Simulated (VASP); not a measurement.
Here is a VASP 6.6.1 calculation.

File INCAR:

```
  PREC = Accurate
  ENCUT = 520
  EDIFF = 1E-6
  ISMEAR = 0
  SIGMA = 0.05
  LREAL = F
  LASPH = T
  NELM = 100
  ALGO = Normal
  ISIF = 2
  LWAVE = F
  LCHARG = F
  GGA = PS
  NBANDS = 14
```

File KPOINTS:

```
regular mesh
0
Gamma
  8 8 8
```

POSCAR

```
NaCl
1.0
    0.0000000000      2.7242445565      2.7242445565
    2.7242445565      0.0000000000      2.7242445565
    2.7242445565      2.7242445565      0.0000000000
Na Cl
1 1
Direct
    0.0000000000      0.0000000000      0.0000000000
    0.5000000000      0.5000000000      0.5000000000
```

Potentials or basis: VASP PAW PBE potentials, release 64 (Na_pv, Cl).

The run is started by

```console
$ cat potpaw_PBE.64/Na_pv/POTCAR potpaw_PBE.64/Cl/POTCAR > POTCAR
$ mpirun -np 1 vasp_std > vasp.out
```

What does it give for the band gap on the k mesh?

5.34 eV, direct.

What does it give for the pressure?

2.7 GPa.

Caveat: the PAW data sets were made with another functional, which shifts forces and pressure a little.
